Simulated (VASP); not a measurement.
# TiAl (P-6m2) in VASP: single point with LDA

Aim: the single point of TiAl with LDA.

Everything below comes from runs of VASP 6.6.1. Logs are shortened: lines on timing, memory, paths and dates and some standing lists are left out, and cuts for length are marked.

## (1) The cell of the first run

Symmetry: P-6m2, No. 187, hexagonal system. The conventional cell has a = 2.867 Å, b = 2.867 Å, c = 4.678 Å, α = 90.00°, β = 90.00°, γ = 120.00°. Ti (site symmetry -6m2) has 6 Al at 2.87 Å and 6 Ti at 2.87 Å within 3.8 Å. Within 3.8 Å of Al (site symmetry -6m2) lie 6 Ti at 2.87 Å and 6 Al at 2.87 Å.

## (2) Single point, LDA

Contents of INCAR:

```
SYSTEM = TiAl
PREC = Accurate
ENCUT = 500
EDIFF = 1E-6
ISMEAR = -1
SIGMA = 0.1
LREAL = .FALSE.
LASPH = .TRUE.
NELM = 120
ALGO = Normal
ISIF = 2
LWAVE = .FALSE.
LCHARG = .FALSE.
GGA = CA
ISYM = -1
NBANDS = 14
GGA_COMPAT = .FALSE.
```

Contents of KPOINTS:

```
explicit points
203
Reciprocal
  0.05555556   0.05555556   0.10000000 2
  0.05555556   0.05555556   0.30000000 2
  0.05555556   0.05555556   0.50000000 2
  0.05555556   0.05555556   0.70000000 2
  0.05555556   0.05555556   0.90000000 2
  0.05555556   0.16666667   0.10000000 2
[... 195 lines left out ...]
  0.50000000   0.50000000   0.30000000 2
  0.50000000   0.50000000   0.50000000 1
```

Contents of POSCAR:

```
TiAl
1.0
    2.8672622300      0.0000000000      0.0000000000
   -1.4336311200      2.4831219300      0.0000000000
    0.0000000000      0.0000000000      4.6780830000
Ti Al
1 1
Direct
    0.0000000000      0.0000000000      0.0000000000
    0.3333333300      0.6666666700      0.5000000000
```

Potentials or basis: VASP PAW LDA potentials, release 64 (Ti_sv, Al).

Started as:

```sh
$ cat potpaw_LDA.64/Ti_sv/POTCAR potpaw_LDA.64/Al/POTCAR > POTCAR
$ mpirun -np 1 vasp_std > vasp.out
```

OUTCAR:

```text
SYSTEM = TiAl
   PREC = Accurate
   ENCUT = 500
   EDIFF = 1E-6
   ISMEAR = -1
   LREAL = .FALSE.
   LASPH = .TRUE.
   NELM = 120
   ISIF = 2
   GGA = CA
   ISYM = -1

 ion  position               nearest neighbor table
   1  0.000  0.000  0.000-   2 2.87   2 2.87   2 2.87   2 2.87   2 2.87   2 2.87
   2  0.333  0.667  0.500-   1 2.87   1 2.87   1 2.87   1 2.87   1 2.87   1 2.87

IMPORTANT INFORMATION: All symmetrisations will be switched off!
NOSYMM: (Re-)initialisation of all symmetry stuff for point group C_1.

----------------------------------------------------------------------------------------

                                     Primitive cell

  volume of cell :      33.3068

  direct lattice vectors                    reciprocal lattice vectors
     2.867262230  0.000000000  0.000000000     0.348764752  0.201359424  0.000000000
    -1.433631120  2.483121930  0.000000000     0.000000000  0.402718847  0.000000000
     0.000000000  0.000000000  4.678083000     0.000000000  0.000000000  0.213762774

  length of vectors
     2.867262230  2.867262232  4.678083000     0.402718847  0.402718847  0.213762774

  position of ions in fractional coordinates (direct lattice)
     0.000000000  0.000000000  0.000000000
     0.333333330  0.666666670  0.500000000

  ion indices of the primitive-cell ions
   primitive index   ion index
                 1           1
                 2           2

----------------------------------------------------------------------------------------

 KPOINTS: explicit points

Read explicit list of k-points.

 Found    203 k-points:

 Following reciprocal coordinates:
            Coordinates               Weight
  0.055556  0.055556  0.100000      0.004938
  0.055556  0.055556  0.300000      0.004938
  0.055556  0.055556  0.500000      0.004938
  0.055556  0.055556  0.700000      0.004938
  0.055556  0.055556  0.900000      0.004938
  0.055556  0.166667  0.100000      0.004938
[... 16 lines left out ...]
  0.055556  0.500000  0.500000      0.004938
  0.055556  0.500000  0.700000      0.004938
 [... further k-points ...]
   k-points           NKPTS =    203   k-points in BZ     NKDIM =    203   number of bands    NBANDS=     14
   number of dos      NEDOS =    301   number of ions     NIONS =      2
   total plane-waves  NPLWV =  20736
   dimension x,y,z NGX =    24 NGY =   24 NGZ =   36
   dimension x,y,z NGXF=    48 NGYF=   48 NGZF=   72
   ions per type =               1   1
   NGX,Y,Z   is equivalent  to a cutoff of  13.92, 13.92, 12.79 a.u.
   NGXF,Y,Z  is equivalent  to a cutoff of  27.83, 27.83, 25.59 a.u.
 SYSTEM =  TiAl
   PREC   = accura    normal or accurate (medium, high low for compatibility)
   ISTART =      0    job   : 0-new  1-cont  2-samecut
   ICHARG =      2    charge: 1-file 2-atom 10-const
   ISPIN  =      1    spin polarized calculation?
   LNONCOLLINEAR =      F non collinear calculations
   LSORBIT =      F    spin-orbit coupling
   LASPH  =      T    aspherical Exc in radial PAW
   ENCUT  =  500.0 eV  36.75 Ry    6.06 a.u.   5.23  5.23  8.53*2*pi/ulx,y,z
   NELM   =    120;   NELMIN=  2; NELMDL= -5     # of ELM steps
   EDIFF  = 0.1E-05   stopping-criterion for ELM
   LREAL  =      F    real-space projection
   EDIFFG = 0.1E-04   stopping-criterion for IOM
   NSW    =      0    number of steps for IOM
   IBRION =     -1    ionic relax: 0-MD 1-quasi-New 2-CG
   NFREE  =      0    steps in history (QN), initial steepest desc. (CG)
   ISIF   =      2    stress and relaxation
   ISYM   =     -1    0-nonsym 1-usesym 2-fastsym
   POTIM  = 0.5000    time-step for ionic-motion
   TEBEG  =    0.0;   TEEND  =   0.0 temperature during run
   PSTRESS=    0.0 pullay stress
   NELECT =      15.0000    total number of electrons
   NUPDOWN=      -1.0000    fix difference up-down
   EMIN   =  10.00;   EMAX   =-10.00  energy-range for DOS
   EFERMI =   0.00;   METHOD = LEGACY
   ISMEAR =    -1;   SIGMA  =   0.10  broadening in eV -4-tet -1-fermi 0-gaus
   EFERMI_NEDOS =   21; number of points for ismear=-14 and -15
   IALGO  =     38    algorithm
   IMIX   =      4    mixing-type and parameters
     AMIX     =   0.40;   BMIX     =  1.00
     AMIX_MAG =   1.60;   BMIX_MAG =  1.00
  volume/ion in A,a.u.               =      16.65       112.38
  Fermi-wavevector in a.u.,A,eV,Ry     =   1.254857  2.371335 21.424622  1.574665
  Thomas-Fermi vector in A             =   2.388641
   LORBIT       =      0    0 simple, 1 ext, 2 COOP (PROOUT), +10 PAW based schemes
   GGA     = CA    functional components
   LHFCALC =     F    Hartree Fock is set to
   AEXX    =    0.0000 exact exchange contribution
   IVDW    =     0    specifies the selected vdW correction
   LEPSILON=     F    determine dielectric tensor
   LRPA    =     F    only Hartree local field effects (RPA)
 non-spin polarized calculation
  energy-cutoff  :      500.00
  volume of cell :       33.31
 maximum number of plane-waves:       860
 NGX is ok and might be reduce to    24
   NGX = 11   NGY = 11   NGZ = 17

 number of electron      15.0000001 magnetization

 Free energy of the ion-electron system (eV)
  ---------------------------------------------------
  ext. energy  EPLUGINS =         0.00000000
  ---------------------------------------------------
  free energy    TOTEN  =       -13.25239607 eV

  energy without entropy =      -13.17364365  energy(sigma->0) =      -13.21301986

 E-fermi :   7.6432     XC(G=0): -11.1533

 val. band max:        7.6400102195   @ k =   0.2778   0.3889   0.7000
 cond. band min:       7.6689060309   @ k =   0.0556   0.3889   0.5000
 fundamental gap:      0.0288958114
 Fermi energy:         7.6432450658

 k-point     1 :       0.0556    0.0556    0.1000
  band No.  band energies     occupation
      1     -48.1848      2.00000
      2     -24.8892      2.00000
      3     -24.5273      2.00000
      4     -24.4830      2.00000
      5      -0.9524      2.00000
      6       4.9910      2.00000
      7       6.3873      1.99999
      8       8.6679      0.00007
      9       9.0697      0.00000
     10      10.2739      0.00000
     11      10.3169      0.00000
     12      11.8552      0.00000
     13      18.1928      0.00000
     14      18.3879      0.00000

 k-point     2 :       0.0556    0.0556    0.3000
  band No.  band energies     occupation
      1     -48.1848      2.00000
      2     -24.8917      2.00000
      3     -24.5272      2.00000
      4     -24.4830      2.00000
      5      -0.5284      2.00000
      6       3.4731      2.00000
      7       7.1210      1.98927
      8       8.6825      0.00006
      9       9.0778      0.00000
     10      10.0350      0.00000
     11      10.2243      0.00000
     12      13.5167      0.00000
     13      18.4470      0.00000
     14      18.5233      0.00000

 k-point     3 :       0.0556    0.0556    0.5000
  band No.  band energies     occupation
      1     -48.1848      2.00000
      2     -24.8932      2.00000
      3     -24.5272      2.00000
      4     -24.4830      2.00000
      5      -0.1587      2.00000
      6       2.6927      2.00000
      7       7.3362      1.91128
      8       8.6915      0.00006
      9       9.0830      0.00000
     10       9.9220      0.00000
     11      10.1942      0.00000
     12      14.8995      0.00000
     13      18.5589      0.00000
     14      18.5742      0.00000

 k-point     4 :       0.0556    0.0556    0.7000
  band No.  band energies     occupation
      1     -48.1848      2.00000
      2     -24.8917      2.00000
      3     -24.5272      2.00000
      4     -24.4830      2.00000
      5      -0.5284      2.00000
      6       3.4731      2.00000
      7       7.1210      1.98927
      8       8.6825      0.00006
      9       9.0778      0.00000
     10      10.0350      0.00000
     11      10.2243      0.00000
     12      13.5167      0.00000
     13      18.4470      0.00000
     14      18.5233      0.00000

 k-point     5 :       0.0556    0.0556    0.9000
  band No.  band energies     occupation
      1     -48.1848      2.00000
      2     -24.8892      2.00000
      3     -24.5273      2.00000
      4     -24.4830      2.00000
      5      -0.9524      2.00000
      6       4.9910      2.00000
      7       6.3873      1.99999
      8       8.6679      0.00007
      9       9.0697      0.00000
     10      10.2739      0.00000
     11      10.3169      0.00000
     12      11.8552      0.00000
     13      18.1928      0.00000
     14      18.3879      0.00000

 k-point     6 :       0.0556    0.1667    0.1000
  band No.  band energies     occupation
      1     -48.1591      2.00000
      2     -24.8641      2.00000
      3     -24.6800      2.00000
      4     -24.5216      2.00000
      5      -0.2067      2.00000
      6       5.4821      2.00000
      7       6.6866      1.99986
      8       8.1373      0.01421
      9       9.6624      0.00000
     10      10.0559      0.00000
     11      10.3520      0.00000
     12      12.1621      0.00000
     13      14.7993      0.00000
     14      16.7649      0.00000

 k-point     7 :       0.0556    0.1667    0.3000
  band No.  band energies     occupation
      1     -48.1590      2.00000
      2     -24.8662      2.00000
      3     -24.6799      2.00000
      4     -24.5216      2.00000
      5       0.1706      2.00000
      6       4.1779      2.00000
      7       7.4029      1.83416
      8       8.1875      0.00862
      9       9.4959      0.00000
     10       9.6789      0.00000
     11       9.9857      0.00000
     12      14.0170      0.00000
     13      15.3468      0.00000
     14      17.0743      0.00000
[... 205 lines left out ...]
 k-point    20 :       0.0556    0.3889    0.9000
  band No.  band energies     occupation
      1     -48.0992      2.00000
      2     -25.0228      2.00000
      3     -24.8059      2.00000
      4     -24.6096      2.00000
      5       2.8484      2.00000
      6       5.7510      2.00000
      7       6.4279      1.99999
      8       6.9301      1.99840
      9       9.5420      0.00000
     10      10.8174      0.00000
     11      11.0653      0.00000
     12      11.9859      0.00000
     13      13.3458      0.00000
     14      14.9653      0.00000

 k-point    21 :       0.0556    0.5000    0.1000
  band No.  band energies     occupation
      1     -48.0933      2.00000
      2     -25.0557      2.00000
      3     -24.8002      2.00000
      4     -24.6183      2.00000
      5       3.8069      2.00000
      6       5.0215      2.00000
      7       6.3235      2.00000
      8       6.7199      1.99980
      9       9.4907      0.00000
     10      10.9064      0.00000
     11      11.2816      0.00000
     12      12.4651      0.00000
     13      13.1753      0.00000
     14      14.8037      0.00000

 k-point    22 :       0.0556    0.5000    0.3000
  band No.  band energies     occupation
      1     -48.0933      2.00000
      2     -25.0554      2.00000
      3     -24.8014      2.00000
      4     -24.6183      2.00000
      5       3.9377      2.00000
      6       4.9174      2.00000
      7       6.3847      1.99999
      8       7.4674      1.70595
      9       9.0906      0.00000
     10       9.5986      0.00000
     11      11.0607      0.00000
     12      11.8617      0.00000
     13      13.9423      0.00000
     14      15.2093      0.00000

 k-point    23 :       0.0556    0.5000    0.5000
  band No.  band energies     occupation
      1     -48.0932      2.00000
      2     -25.0552      2.00000
      3     -24.8021      2.00000
      4     -24.6183      2.00000
      5       3.8830      2.00000
      6       5.4762      2.00000
      7       5.8683      2.00000
      8       8.0821      0.02453
      9       8.6750      0.00007
     10       9.3821      0.00000
     11      10.5711      0.00000
     12      11.5925      0.00000
     13      14.2348      0.00000
     14      15.4684      0.00000

 k-point    24 :       0.0556    0.5000    0.7000
  band No.  band energies     occupation
      1     -48.0933      2.00000
      2     -25.0554      2.00000
      3     -24.8014      2.00000
      4     -24.6183      2.00000
      5       3.9377      2.00000
      6       4.9174      2.00000
      7       6.3847      1.99999
      8       7.4674      1.70595
      9       9.0906      0.00000
     10       9.5986      0.00000
     11      11.0607      0.00000
     12      11.8617      0.00000
     13      13.9423      0.00000
     14      15.2093      0.00000

 [... further k-points ...]

------------------------ aborting loop because EDIFF is reached ----------------------------------------

  FORCE on cell =-STRESS in cart. coord.  units (eV):
  Direction    XX          YY          ZZ          XY          YZ          ZX
  --------------------------------------------------------------------------------------
  -------------------------------------------------------------------------------------
  Total       -1.0725275     -1.1319860     -1.4386604     -0.0514939      0.0000030      0.0000049
  in kB      -51.5923878    -54.4525534    -69.2046845     -2.4770386      0.0001430      0.0002359
  external PRESSURE =     -58.4165419 kB  Pullay stress =       0.0000000 kB

 VOLUME and BASIS-vectors are now :
 -----------------------------------------------------------------------------
  energy-cutoff  :      500.00
  volume of cell :       33.31
      direct lattice vectors                 reciprocal lattice vectors
     2.867262230  0.000000000  0.000000000     0.348764752  0.201359424  0.000000000
    -1.433631120  2.483121930  0.000000000     0.000000000  0.402718847  0.000000000
     0.000000000  0.000000000  4.678083000     0.000000000  0.000000000  0.213762774

 POSITION                                       TOTAL-FORCE (eV/Angst)
 -----------------------------------------------------------------------------------
      0.00000      0.00000      0.00000         0.002094     -0.001209     -0.000000
     -0.00000      1.65541      2.33904        -0.002094      0.001209      0.000000
 -----------------------------------------------------------------------------------
    total drift:                               -0.000002      0.000002      0.000000

  FREE ENERGIE OF THE ION-ELECTRON SYSTEM (eV)
  ---------------------------------------------------
  free  energy   TOTEN  =       -13.2523960707 eV

  energy  without entropy=      -13.1736436472  energy(sigma->0) =      -13.21301986
```

Run time: 32 s. Hardware: 1 thread of Intel Xeon 6975P-C (Granite Rapids), shared host; peak memory 0.21 GiB.

Results:

```
Free energy            : -13.2524 eV
Pressure               : -5.8 GPa
Band gap on the k mesh : zero (an odd number of electrons rules out a gap without spin polarisation)
```

Forces in eV/Å, atoms in the order of the input:
```
Ti   0.002 -0.001  0.000
Al  -0.002  0.001  0.000
```

Stress tensor (GPa, compression positive):
```
-5.16 -0.25  0.00
-0.25 -5.45  0.00
 0.00  0.00 -6.92
```

Caveat: the cell stands under tension.
